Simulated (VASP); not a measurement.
# ZnCu (Pm-3m) in VASP: a series of runs

Runs on ZnCu. Level: PBE. Tasks: single point.

All numbers are computed with VASP 6.6.1; they aren't measurements. Logs are shortened: lines on timing, memory, paths and dates and some standing lists are left out, and cuts for length are marked.

**1. The cell of the first run**

Symmetry: Pm-3m, No. 221, cubic system. Conventional cell: a = 2.925 Å, b = 2.925 Å, c = 2.925 Å, α = 90.00°, β = 90.00°, γ = 90.00°. Zn (site symmetry m-3m) has 8 Cu at 2.53 Å and 6 Zn at 2.93 Å within 3.3 Å. Cu (site symmetry m-3m) has 8 Zn at 2.53 Å and 6 Cu at 2.93 Å within 3.3 Å.

**2. Single point, PBE**

The input, INCAR:

```
ALGO     = Normal         # electronic algorithm
EDIFF    = 1E-6           # SCF threshold, eV
ENCUT    = 600            # plane-wave cutoff, eV
GGA      = PE             # functional
GGA_COMPAT= F            
ISIF     = 2              # what is computed and relaxed
ISMEAR   = -1             # smearing method
LASPH    = T              # aspherical terms in the spheres
LCHARG   = T              # write CHGCAR
LELF     = T              # ELF
LREAL    = F              # projectors in reciprocal space
LVHAR    = T            
LWAVE    = F              # write WAVECAR
NBANDS   = 18             # bands
NELM     = 120            # most SCF steps
PREC     = Accurate       # precision mode
SIGMA    = 0.05           # smearing width, eV
```

The input, KPOINTS:

```
k-points
0
Gamma
  8 8 8
```

The input, POSCAR:

```
ZnCu
1.0
    2.9252343038      0.0000000000      0.0000000000
    0.0000000000      2.9252343038      0.0000000000
    0.0000000000      0.0000000000      2.9252343038
Zn Cu
1 1
Direct
    0.5000000000      0.5000000000      0.5000000000
    0.0000000000      0.0000000000      0.0000000000
```

Potentials or basis: VASP PAW PBE potentials, release 64 (Zn, Cu).

Launch:

```console
$ cat potpaw_PBE.64/Zn/POTCAR potpaw_PBE.64/Cu/POTCAR > POTCAR
$ mpirun -np 1 vasp_std > vasp.out
```

OUTCAR:

```text
EDIFF = 1E-6
   ENCUT = 600
   GGA = PE
   ISIF = 2
   ISMEAR = -1
   LASPH = T
   LREAL = F
   NELM = 120
   PREC = Accurate

 ion  position               nearest neighbor table
   1  0.500  0.500  0.500-   2 2.53   2 2.53   2 2.53   2 2.53   2 2.53   2 2.53   2 2.53   2 2.53

   2  0.000  0.000  0.000-   1 2.53   1 2.53   1 2.53   1 2.53   1 2.53   1 2.53   1 2.53   1 2.53

  LATTYP: Found a simple cubic cell.
 ALAT       =     2.9252343038

  Lattice vectors:

 A1 = (   2.9252343038,   0.0000000000,   0.0000000000)
 A2 = (   0.0000000000,   2.9252343038,   0.0000000000)
 A3 = (   0.0000000000,   0.0000000000,   2.9252343038)

Analysis of symmetry for initial positions (statically):
=====================================================================
 Subroutine PRICEL returns:
 Original cell was already a primitive cell.

 Routine SETGRP: Setting up the symmetry group for a
 simple cubic supercell.

 Subroutine GETGRP returns: Found 48 space group operations
 (whereof 48 operations were pure point group operations)
 out of a pool of 48 trial point group operations.

The static configuration has the point symmetry O_h .

Analysis of symmetry for dynamics (positions and initial velocities):
=====================================================================
 Subroutine PRICEL returns:
 Original cell was already a primitive cell.

 Routine SETGRP: Setting up the symmetry group for a
 simple cubic supercell.

 Subroutine GETGRP returns: Found 48 space group operations
 (whereof 48 operations were pure point group operations)
 out of a pool of 48 trial point group operations.

The dynamic configuration has the point symmetry O_h .

 Subroutine INISYM returns: Found 48 space group operations
 (whereof 48 operations are pure point group operations),
 and found     1 'primitive' translations

----------------------------------------------------------------------------------------

                                     Primitive cell

  volume of cell :      25.0312

  direct lattice vectors                    reciprocal lattice vectors
     2.925234304  0.000000000  0.000000000     0.341852958  0.000000000  0.000000000
     0.000000000  2.925234304  0.000000000     0.000000000  0.341852958  0.000000000
     0.000000000  0.000000000  2.925234304     0.000000000  0.000000000  0.341852958

  length of vectors
[... 72 lines left out ...]
 SYSTEM =  unknown system
   PREC   = accura    normal or accurate (medium, high low for compatibility)
   ISTART =      0    job   : 0-new  1-cont  2-samecut
   ICHARG =      2    charge: 1-file 2-atom 10-const
   ISPIN  =      1    spin polarized calculation?
   LNONCOLLINEAR =      F non collinear calculations
   LSORBIT =      F    spin-orbit coupling
   LASPH  =      T    aspherical Exc in radial PAW
   ENCUT  =  600.0 eV  44.10 Ry    6.64 a.u.   5.84  5.84  5.84*2*pi/ulx,y,z
   NELM   =    120;   NELMIN=  2; NELMDL= -5     # of ELM steps
   EDIFF  = 0.1E-05   stopping-criterion for ELM
   LREAL  =      F    real-space projection
   EDIFFG = 0.1E-04   stopping-criterion for IOM
   NSW    =      0    number of steps for IOM
   IBRION =     -1    ionic relax: 0-MD 1-quasi-New 2-CG
   NFREE  =      0    steps in history (QN), initial steepest desc. (CG)
   ISIF   =      2    stress and relaxation
   ISYM   =      2    0-nonsym 1-usesym 2-fastsym
   POTIM  = 0.5000    time-step for ionic-motion
   TEBEG  =    0.0;   TEEND  =   0.0 temperature during run
   PSTRESS=    0.0 pullay stress
   NELECT =      23.0000    total number of electrons
   NUPDOWN=      -1.0000    fix difference up-down
   EMIN   =  10.00;   EMAX   =-10.00  energy-range for DOS
   EFERMI =   0.00;   METHOD = LEGACY
   ISMEAR =    -1;   SIGMA  =   0.05  broadening in eV -4-tet -1-fermi 0-gaus
   EFERMI_NEDOS =   21; number of points for ismear=-14 and -15
   IALGO  =     38    algorithm
   IMIX   =      4    mixing-type and parameters
     AMIX     =   0.40;   BMIX     =  1.00
     AMIX_MAG =   1.60;   BMIX_MAG =  1.00
  volume/ion in A,a.u.               =      12.52        84.46
  Fermi-wavevector in a.u.,A,eV,Ry     =   1.591562  3.007615 34.464487  2.533068
  Thomas-Fermi vector in A             =   2.690083
   LORBIT       =      0    0 simple, 1 ext, 2 COOP (PROOUT), +10 PAW based schemes
   GGA     = PE    functional components
   LHFCALC =     F    Hartree Fock is set to
   AEXX    =    0.0000 exact exchange contribution
   IVDW    =     0    specifies the selected vdW correction
   LEPSILON=     F    determine dielectric tensor
   LRPA    =     F    only Hartree local field effects (RPA)
 non-spin polarized calculation
  energy-cutoff  :      600.00
  volume of cell :       25.03
 maximum number of plane-waves:       856
 NGX is ok and might be reduce to    24
   NGX = 11   NGY = 11   NGZ = 11

 number of electron      22.9999987 magnetization

 Free energy of the ion-electron system (eV)
  ---------------------------------------------------
  ext. energy  EPLUGINS =         0.00000000
  ---------------------------------------------------
  free energy    TOTEN  =        -5.00522141 eV

  energy without entropy =       -5.00008275  energy(sigma->0) =       -5.00265208

 E-fermi :   5.5031     XC(G=0): -12.5139

 val. band max:        5.3884950596   @ k =   0.3750   0.2500   0.1250
 cond. band min:       5.5894217411   @ k =   0.3750   0.3750   0.1250
 fundamental gap:      0.2009266815
 Fermi energy:         5.5030708850

 k-point     1 :       0.0000    0.0000    0.0000
  band No.  band energies     occupation
      1      -4.7588      2.00000
      2      -2.1789      2.00000
      3      -2.1789      2.00000
      4      -1.4494      2.00000
      5      -1.4494      2.00000
      6      -1.4494      2.00000
[... 481 lines left out ...]
      5      -1.2619      2.00000
      6       0.9092      2.00000
[... 10 lines left out ...]
     17      20.5580      0.00000
     18      21.4586      0.00000

 [... further k-points ...]
[... 5 lines left out ...]
  --------------------------------------------------------------------------------------
  -------------------------------------------------------------------------------------
  Total        0.9080774      0.9080774      0.9080774     -0.0000000      0.0000000      0.0000000
  in kB       58.1234636     58.1234636     58.1234636     -0.0000000      0.0000000      0.0000000
  external PRESSURE =      58.1234636 kB  Pullay stress =       0.0000000 kB

 VOLUME and BASIS-vectors are now :
 -----------------------------------------------------------------------------
  energy-cutoff  :      600.00
  volume of cell :       25.03
      direct lattice vectors                 reciprocal lattice vectors
     2.925234304  0.000000000  0.000000000     0.341852958  0.000000000  0.000000000
     0.000000000  2.925234304  0.000000000     0.000000000  0.341852958  0.000000000
     0.000000000  0.000000000  2.925234304     0.000000000  0.000000000  0.341852958

 POSITION                                       TOTAL-FORCE (eV/Angst)
 -----------------------------------------------------------------------------------
      1.46262      1.46262      1.46262         0.000000      0.000000      0.000000
      0.00000      0.00000      0.00000         0.000000      0.000000      0.000000
 -----------------------------------------------------------------------------------
    total drift:                                0.000000      0.000000     -0.000000

  FREE ENERGIE OF THE ION-ELECTRON SYSTEM (eV)
  ---------------------------------------------------
  free  energy   TOTEN  =        -5.0052214138 eV

  energy  without entropy=       -5.0000827500  energy(sigma->0) =       -5.00265208
```

It took 15 s on 1 thread of Intel Xeon Platinum 8259CL at 2.50GHz (Skylake/Cascade Lake), shared host; peak memory 0.15 GiB.

Results:

```
Free energy : -5.0052 eV
Pressure    : 5.8 GPa
```

**3. Single point, PBE**

This run uses another cell than the first one, of 13.03 Å³/atom, 1.041 times its volume.

The input, INCAR:

```
PREC = Accurate ; ENCUT = 600
EDIFF = 1E-6 ; ISMEAR = -1
SIGMA = 0.05 ; LREAL = False
LASPH = True ; NELM = 120
ALGO = Normal ; ISIF = 2
LWAVE = False ; LCHARG = False
GGA = PE ; NBANDS = 18
GGA_COMPAT = False
```

The input, KPOINTS:

```
Automatic mesh
0
Gamma
  8 8 8
```

The input, POSCAR:

```
ZnCu
1.0
    2.9645038797      0.0000000000      0.0000000000
    0.0000000000      2.9645038797      0.0000000000
    0.0000000000      0.0000000000      2.9645038797
Zn Cu
1 1
Direct
    0.5000000000      0.5000000000      0.5000000000
    0.0000000000      0.0000000000      0.0000000000
```

Potentials or basis: VASP PAW PBE potentials, release 64 (Zn, Cu).

Launch:

```console
$ cat potpaw_PBE.64/Zn/POTCAR potpaw_PBE.64/Cu/POTCAR > POTCAR
$ mpirun -np 1 vasp_std > vasp.out
```

OUTCAR:

```text
PREC = Accurate
   ENCUT = 600
   EDIFF = 1E-6
   ISMEAR = -1
   LREAL = False
   LASPH = True
   NELM = 120
   ISIF = 2
   GGA = PE

 ion  position               nearest neighbor table
   1  0.500  0.500  0.500-   2 2.57   2 2.57   2 2.57   2 2.57   2 2.57   2 2.57   2 2.57   2 2.57

   2  0.000  0.000  0.000-   1 2.57   1 2.57   1 2.57   1 2.57   1 2.57   1 2.57   1 2.57   1 2.57

  LATTYP: Found a simple cubic cell.
 ALAT       =     2.9645038797

  Lattice vectors:

 A1 = (   2.9645038797,   0.0000000000,   0.0000000000)
 A2 = (   0.0000000000,   2.9645038797,   0.0000000000)
 A3 = (   0.0000000000,   0.0000000000,   2.9645038797)

Analysis of symmetry for initial positions (statically):
=====================================================================
 Subroutine PRICEL returns:
 Original cell was already a primitive cell.

 Routine SETGRP: Setting up the symmetry group for a
 simple cubic supercell.

 Subroutine GETGRP returns: Found 48 space group operations
[... 154 lines left out ...]

 number of electron      23.0000020 magnetization

 Free energy of the ion-electron system (eV)
  ---------------------------------------------------
  ext. energy  EPLUGINS =         0.00000000
  ---------------------------------------------------
  free energy    TOTEN  =        -5.02596793 eV

  energy without entropy =       -5.02182384  energy(sigma->0) =       -5.02389588

 E-fermi :   5.1271     XC(G=0): -12.2899

 val. band max:        4.9971161309   @ k =   0.3750   0.2500   0.1250
 cond. band min:       5.2349318326   @ k =   0.3750   0.3750   0.1250
 fundamental gap:      0.2378157017
 Fermi energy:         5.1270967727

 k-point     1 :       0.0000    0.0000    0.0000
  band No.  band energies     occupation
      1      -4.8308      2.00000
      2      -2.4274      2.00000
      3      -2.4274      2.00000
      4      -1.7639      2.00000
      5      -1.7639      2.00000
      6      -1.7639      2.00000
[... 481 lines left out ...]
      5      -1.5903      2.00000
      6       0.6616      2.00000
[... 10 lines left out ...]
     17      19.7996      0.00000
     18      20.6588      0.00000

 [... further k-points ...]
[... 5 lines left out ...]
  --------------------------------------------------------------------------------------
  -------------------------------------------------------------------------------------
  Total        0.1140549      0.1140549      0.1140549      0.0000000      0.0000000     -0.0000000
  in kB        7.0140415      7.0140415      7.0140415      0.0000000      0.0000000     -0.0000000
  external PRESSURE =       7.0140415 kB  Pullay stress =       0.0000000 kB

 VOLUME and BASIS-vectors are now :
 -----------------------------------------------------------------------------
  energy-cutoff  :      600.00
  volume of cell :       26.05
      direct lattice vectors                 reciprocal lattice vectors
     2.964503880  0.000000000  0.000000000     0.337324571  0.000000000  0.000000000
     0.000000000  2.964503880  0.000000000     0.000000000  0.337324571  0.000000000
     0.000000000  0.000000000  2.964503880     0.000000000  0.000000000  0.337324571

 POSITION                                       TOTAL-FORCE (eV/Angst)
 -----------------------------------------------------------------------------------
      1.48225      1.48225      1.48225         0.000000      0.000000      0.000000
      0.00000      0.00000      0.00000         0.000000      0.000000      0.000000
 -----------------------------------------------------------------------------------
    total drift:                                0.000000      0.000000     -0.000000

  FREE ENERGIE OF THE ION-ELECTRON SYSTEM (eV)
  ---------------------------------------------------
  free  energy   TOTEN  =        -5.0259679291 eV

  energy  without entropy=       -5.0218238384  energy(sigma->0) =       -5.02389588
```

It took 15 s on 1 thread of Intel Xeon Platinum 8259CL at 2.50GHz (Skylake/Cascade Lake), shared host; peak memory 0.15 GiB.

What came out:

```
Free energy : -5.0260 eV
Pressure    : 0.7 GPa
```

(Continued in part 2 of 2.)
